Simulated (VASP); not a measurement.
# Al (P6_3/mmc) in VASP: further runs

Al is run at these levels: PBE+D3(BJ); tasks: single point.

Everything below comes from runs of VASP 6.6.1. Logs are shortened: lines on timing, memory, paths and dates and some standing lists are left out, and cuts for length are marked.

**1. The cell of the first run**

The structure is hexagonal, space group P6_3/mmc (No. 194). Conventional cell: a = 2.757 Å, b = 2.757 Å, c = 9.052 Å, α = 90.00°, β = 90.00°, γ = 120.00°. Al (site symmetry -3m) has 12 Al at 2.76 to 2.77 Å within 3.6 Å. Within 3.6 Å of Al (site symmetry -6m2) lie 12 Al at 2.76 to 2.77 Å.

This isn't the form of Al at room conditions, which is fcc.

**2. Single point, PBE+D3(BJ) (14.90 Å³/atom)**

Contents of INCAR:

```
  ALGO = Normal
  EDIFF = 1E-6
  ENCUT = 520
  GGA = PE
  ISIF = 2
  ISMEAR = 0
  IVDW = 12
  LASPH = True
  LCHARG = True
  LELF = True
  LREAL = False
  LVHAR = True
  LWAVE = False
  NBANDS = 14
  NELM = 100
  PREC = Accurate
  SIGMA = 0.15
```

Contents of KPOINTS:

```
k-points
0
Gamma
  18 18 6
```

Contents of POSCAR:

```
Al
1.0
    2.7569702788      0.0000000000      0.0000000000
   -1.3784851394      2.3876062989      0.0000000000
    0.0000000000      0.0000000000      9.0524056883
Al
4
Direct
    0.0000000000      0.0000000000      0.0000000000
    0.3333333333      0.6666666667      0.2500000000
    0.0000000000      0.0000000000      0.5000000000
    0.6666666667      0.3333333333      0.7500000000
```

Potentials or basis: VASP PAW PBE potentials, release 64 (Al).

The run is started by

```sh
$ cat potpaw_PBE.64/Al/POTCAR > POTCAR
$ mpirun -np 1 vasp_std > vasp.out
```

OUTCAR:

```text
EDIFF = 1E-6
   ENCUT = 520
   GGA = PE
   ISIF = 2
   ISMEAR = 0
   IVDW = 12
   LASPH = True
   LREAL = False
   NELM = 100
   PREC = Accurate
 IVDW          = 12

 ion  position               nearest neighbor table
   1  0.000  0.000  0.000-   2 2.77   4 2.77   2 2.77   4 2.77   4 2.77   2 2.77
   2  0.333  0.667  0.250-   1 2.77   3 2.77   1 2.77   3 2.77   1 2.77   3 2.77
   3  0.000  0.000  0.500-   2 2.77   4 2.77   2 2.77   4 2.77   4 2.77   2 2.77
   4  0.667  0.333  0.750-   1 2.77   3 2.77   1 2.77   3 2.77   1 2.77   3 2.77

  LATTYP: Found a hexagonal cell.
 ALAT       =     2.7569702788
 C/A-ratio  =     3.2834614714

  Lattice vectors:

 A1 = (   2.7569702788,   0.0000000000,   0.0000000000)
 A2 = (  -1.3784851394,   2.3876062989,   0.0000000000)
 A3 = (   0.0000000000,   0.0000000000,   9.0524056883)

Analysis of symmetry for initial positions (statically):
=====================================================================
 Subroutine PRICEL returns:
 Original cell was already a primitive cell.

 Routine SETGRP: Setting up the symmetry group for a
 hexagonal supercell.

 Subroutine GETGRP returns: Found 24 space group operations
 (whereof 12 operations were pure point group operations)
 out of a pool of 24 trial point group operations.

The static configuration has the point symmetry D_3d.
 The point group associated with its full space group is D_6h.

Analysis of symmetry for dynamics (positions and initial velocities):
=====================================================================
 Subroutine PRICEL returns:
 Original cell was already a primitive cell.

 Routine SETGRP: Setting up the symmetry group for a
 hexagonal supercell.

 Subroutine GETGRP returns: Found 24 space group operations
 (whereof 12 operations were pure point group operations)
 out of a pool of 24 trial point group operations.

The dynamic configuration has the point symmetry D_3d.
 The point group associated with its full space group is D_6h.

 Subroutine INISYM returns: Found 24 space group operations
 (whereof 12 operations are pure point group operations),
 and found     1 'primitive' translations

----------------------------------------------------------------------------------------

                                     Primitive cell

  volume of cell :      59.5880

  direct lattice vectors                    reciprocal lattice vectors
     2.756970279  0.000000000  0.000000000     0.362717004  0.209414760  0.000000000
    -1.378485139  2.387606299  0.000000000     0.000000000  0.418829520  0.000000000
     0.000000000  0.000000000  9.052405688     0.000000000  0.000000000  0.110467873

  length of vectors
     2.756970279  2.756970279  9.052405688     0.418829520  0.418829520  0.110467873

  position of ions in fractional coordinates (direct lattice)
     0.000000000  0.000000000  0.000000000
     0.333333333  0.666666667  0.250000000
     0.000000000  0.000000000  0.500000000
     0.666666667  0.333333333  0.750000000

  ion indices of the primitive-cell ions
   primitive index   ion index
                 1           1
                 2           2
                 3           3
                 4           4

----------------------------------------------------------------------------------------

 KPOINTS: k-points

Automatic generation of k-mesh.
 Grid dimensions read from file:
 generate k-points for:   18   18    6

 Generating k-lattice:

  Cartesian coordinates                     Fractional coordinates (reciprocal lattice)
     0.020150945  0.011634153  0.000000000     0.055555556  0.000000000  0.000000000
     0.000000000  0.023268307  0.000000000     0.000000000  0.055555556  0.000000000
     0.000000000  0.000000000  0.018411312     0.000000000  0.000000000  0.166666667

  Length of vectors
     0.023268307  0.023268307  0.018411312

  Shift w.r.t. Gamma in fractional coordinates (k-lattice)
     0.000000000  0.000000000  0.000000000

 Subroutine IBZKPT returns following result:
 ===========================================

 Found    148 irreducible k-points:

 Following reciprocal coordinates:
            Coordinates               Weight
  0.000000  0.000000  0.000000      1.000000
  0.055556  0.000000  0.000000      6.000000
  0.111111  0.000000  0.000000      6.000000
  0.166667 -0.000000  0.000000      6.000000
  0.222222 -0.000000  0.000000      6.000000
  0.277778  0.000000  0.000000      6.000000
[... 16 lines left out ...]
  0.333333  0.111111  0.000000     12.000000
  0.388889  0.111111  0.000000     12.000000
 [... further k-points ...]
   k-points           NKPTS =    148   k-points in BZ     NKDIM =    148   number of bands    NBANDS=     14
   number of dos      NEDOS =    301   number of ions     NIONS =      4
   total plane-waves  NPLWV =  40320
   dimension x,y,z NGX =    24 NGY =   24 NGZ =   70
   dimension x,y,z NGXF=    48 NGYF=   48 NGZF=  140
   ions per type =               4
   NGX,Y,Z   is equivalent  to a cutoff of  14.47, 14.47, 12.86 a.u.
   NGXF,Y,Z  is equivalent  to a cutoff of  28.94, 28.94, 25.71 a.u.
 SYSTEM =  unknown system
   PREC   = accura    normal or accurate (medium, high low for compatibility)
   ISTART =      0    job   : 0-new  1-cont  2-samecut
   ICHARG =      2    charge: 1-file 2-atom 10-const
   ISPIN  =      1    spin polarized calculation?
   LNONCOLLINEAR =      F non collinear calculations
   LSORBIT =      F    spin-orbit coupling
   LASPH  =      T    aspherical Exc in radial PAW
   ENCUT  =  520.0 eV  38.22 Ry    6.18 a.u.   5.13  5.13 16.83*2*pi/ulx,y,z
   NELM   =    100;   NELMIN=  2; NELMDL= -5     # of ELM steps
   EDIFF  = 0.1E-05   stopping-criterion for ELM
   LREAL  =      F    real-space projection
   EDIFFG = 0.1E-04   stopping-criterion for IOM
   NSW    =      0    number of steps for IOM
   IBRION =     -1    ionic relax: 0-MD 1-quasi-New 2-CG
   NFREE  =      0    steps in history (QN), initial steepest desc. (CG)
   ISIF   =      2    stress and relaxation
   ISYM   =      2    0-nonsym 1-usesym 2-fastsym
   POTIM  = 0.5000    time-step for ionic-motion
   TEBEG  =    0.0;   TEEND  =   0.0 temperature during run
   PSTRESS=    0.0 pullay stress
   NELECT =      12.0000    total number of electrons
   NUPDOWN=      -1.0000    fix difference up-down
   EMIN   =  10.00;   EMAX   =-10.00  energy-range for DOS
   EFERMI =   0.00;   METHOD = LEGACY
   ISMEAR =     0;   SIGMA  =   0.15  broadening in eV -4-tet -1-fermi 0-gaus
   EFERMI_NEDOS =   21; number of points for ismear=-14 and -15
   IALGO  =     38    algorithm
   IMIX   =      4    mixing-type and parameters
     AMIX     =   0.40;   BMIX     =  1.00
     AMIX_MAG =   1.60;   BMIX_MAG =  1.00
  volume/ion in A,a.u.               =      14.90       100.53
  Fermi-wavevector in a.u.,A,eV,Ry     =   0.959582  1.813348 12.528225  0.920799
  Thomas-Fermi vector in A             =   2.088791
   LORBIT       =      0    0 simple, 1 ext, 2 COOP (PROOUT), +10 PAW based schemes
   GGA     = PE    functional components
   LHFCALC =     F    Hartree Fock is set to
   AEXX    =    0.0000 exact exchange contribution
   IVDW    =    12    specifies the selected vdW correction
   LEPSILON=     F    determine dielectric tensor
   LRPA    =     F    only Hartree local field effects (RPA)
 non-spin polarized calculation
 Gauss-broadening in eV      SIGMA  =   0.15
  energy-cutoff  :      520.00
  volume of cell :       59.59
 maximum number of plane-waves:      1631
 NGX is ok and might be reduce to    24
   NGX = 11   NGY = 11   NGZ = 33

 number of electron      12.0000000 magnetization

 Free energy of the ion-electron system (eV)
  ---------------------------------------------------
  ext. energy  EPLUGINS =         0.00000000
  ---------------------------------------------------
  free energy    TOTEN  =       -14.75026467 eV

  energy without entropy =      -14.73293184  energy(sigma->0) =      -14.74159826

 E-fermi :   9.0933     XC(G=0): -10.5730

 val. band max:        9.0846928896   @ k =   0.3889   0.2222   0.3333
 cond. band min:       9.0954759852   @ k =   0.3333   0.1111   0.0000
 fundamental gap:      0.0107830956
 Fermi energy:         9.0932634697

 k-point     1 :       0.0000    0.0000    0.0000
  band No.  band energies     occupation
      1      -2.7524      2.00000
      2      -0.9619      2.00000
      3      -0.9564      2.00000
      4       4.0701      2.00000
      5       4.5156      2.00000
      6      12.6499      0.00000
      7      12.6634      0.00000
      8      20.6718      0.00000
      9      20.6718      0.00000
     10      20.7246      0.00000
     11      20.7246      0.00000
     12      21.6484      0.00000
     13      21.6612      0.00000
     14      21.7401      0.00000

 k-point     2 :       0.0556    0.0000    0.0000
  band No.  band energies     occupation
      1      -2.6723      2.00000
      2      -0.8830      2.00000
      3      -0.8774      2.00000
      4       4.1437      2.00000
      5       4.5930      2.00000
      6      12.7117      0.00000
      7      12.7282      0.00000
      8      18.8920      0.00000
      9      19.5580      0.00000
     10      20.2271      0.00000
     11      20.3224      0.00000
     12      20.8741      0.00000
     13      20.9746      0.00000
     14      20.9953      0.00000
[... 343 lines left out ...]
      1       1.3446      2.00000
      2       3.0721      2.00000
      3       3.0725      2.00000
      4       6.6566      2.00000
      5       7.8071      2.00000
      6       8.2292      2.00000
      7       8.6744      1.99992
      8       9.0955      0.98336
      9      12.0885      0.00000
     10      13.1834      0.00000
     11      13.8074      0.00000
     12      13.9237      0.00000
     13      14.6090      0.00000
     14      16.7624      0.00000

 k-point    24 :       0.3889    0.1111    0.0000
  band No.  band energies     occupation
      1       2.5001      2.00000
      2       4.1830      2.00000
      3       4.1916      2.00000
      4       5.2146      2.00000
      5       6.9897      2.00000
      6       6.9924      2.00000
      7       9.0639      1.21786
      8       9.6944      0.00000
      9      11.5380      0.00000
     10      11.7130      0.00000
     11      13.1161      0.00000
     12      13.6989      0.00000
     13      14.1112      0.00000
     14      17.5967      0.00000

 [... further k-points ...]

------------------------ aborting loop because EDIFF is reached ----------------------------------------

 Edisp (eV)   -1.49625

 E8    (eV) :    -0.6702

  FORCE on cell =-STRESS in cart. coord.  units (eV):
  Direction    XX          YY          ZZ          XY          YZ          ZX
  --------------------------------------------------------------------------------------
  -------------------------------------------------------------------------------------
  Total       2.27508     2.27508     2.22649     0.00000    -0.00000     0.00000
  in kB      61.17137    61.17137    59.86494     0.00000    -0.00000     0.00000
  external pressure =       60.74 kB  Pullay stress =        0.00 kB

 VOLUME and BASIS-vectors are now :
 -----------------------------------------------------------------------------
  energy-cutoff  :      520.00
  volume of cell :       59.59
      direct lattice vectors                 reciprocal lattice vectors
     2.756970279  0.000000000  0.000000000     0.362717004  0.209414760  0.000000000
    -1.378485139  2.387606299  0.000000000     0.000000000  0.418829520  0.000000000
     0.000000000  0.000000000  9.052405688     0.000000000  0.000000000  0.110467873

 POSITION                                       TOTAL-FORCE (eV/Angst)
 -----------------------------------------------------------------------------------
      0.00000      0.00000      0.00000        -0.000000     -0.000000     -0.000000
     -0.00000      1.59174      2.26310         0.000000     -0.000000      0.000000
      0.00000      0.00000      4.52620        -0.000000     -0.000000     -0.000000
      1.37849      0.79587      6.78930        -0.000000      0.000000      0.000000
 -----------------------------------------------------------------------------------
    total drift:                                0.000000     -0.000000      0.000000

  FREE ENERGIE OF THE ION-ELECTRON SYSTEM (eV)
  ---------------------------------------------------
  free  energy   TOTEN  =       -16.2465166375 eV

  energy  without entropy=      -16.2291838057  energy(sigma->0) =      -16.23785022
```

It took 1.9 min on 1 thread of Intel Xeon 8259CL, shared host; peak memory 0.25 GiB.

What came out:

```yaml
Free_energy: -16.2465 eV
Pressure: 6.1 GPa
Band_gap_on_the_k_mesh: zero (bands 6 and 7 overlap by 5.65 eV)
Dispersion_energy_per_atom: -0.374 eV
```

Stress tensor (GPa, compression positive):
```
6.12 0.00 0.00
0.00 6.12 0.00
0.00 0.00 5.99
```

Caveat: the cell stands under pressure.

**3. Single point, PBE+D3(BJ) (14.90 Å³/atom)**

Contents of INCAR:

```
ALGO = Fast
EDIFF = 1E-6
ENCUT = 520
GGA = PE
ISIF = 2
ISMEAR = 0
IVDW = 12
LASPH = True
LCHARG = False
LREAL = False
LWAVE = False
NBANDS = 14
NELM = 80
PREC = Accurate
SIGMA = 0.15
```

KPOINTS is that of step 2.

Contents of POSCAR:

```
Al
1.0
    2.8316395073      0.0000000000      0.0000000000
   -1.4158197537      2.4522717477      0.0000000000
    0.0000000000      0.0000000000      8.5812835269
Al
4
Direct
    0.0000000000      0.0000000000      0.0000000000
    0.3333333333      0.6666666667      0.2500000000
    0.0000000000      0.0000000000      0.5000000000
    0.6666666667      0.3333333333      0.7500000000
```

Potentials or basis: VASP PAW PBE potentials, release 64 (Al).

The run is started by

```sh
$ cat potpaw_PBE.64/Al/POTCAR > POTCAR
$ mpirun -np 1 vasp_std > vasp.out
```

Wall time 1.8 min (1 thread of Intel Xeon 8259CL, shared host); peak memory 0.25 GiB.

Results (log left out):

| Quantity | Value |
| --- | --- |
| Free energy | -16.1575 eV |
| Pressure | 6.9 GPa |
| Band gap on the k mesh | zero (bands 6 and 7 overlap by 7.10 eV) |
| Dispersion energy per atom | -0.374 eV |

Stress tensor (GPa, compression positive):
```
 3.98  0.00  0.00
 0.00  3.98  0.00
 0.00  0.00 12.64
```

Levels at points of the mesh, in eV from the Fermi level:
```tsv
k point	band 3	band 4	band 5	band 6	band 7	band 8	band 9	band 10
(0.00, 0.00, 0.00)	-9.87	-4.52	-3.55	5.17	5.20	10.25	10.25	10.45
(0.50, 0.00, 0.00)	-4.35	-4.26	-3.62	-3.51	0.93	1.36	2.23	2.40
(0.00, 0.00, 0.50)	-7.43	-7.43	0.22	0.22	10.61	10.61	10.63	10.63
(0.50, 0.00, 0.50)	-5.34	-5.34	-1.90	-1.90	-1.16	-1.16	5.19	5.19
```

Caveat: the cell stands under pressure.
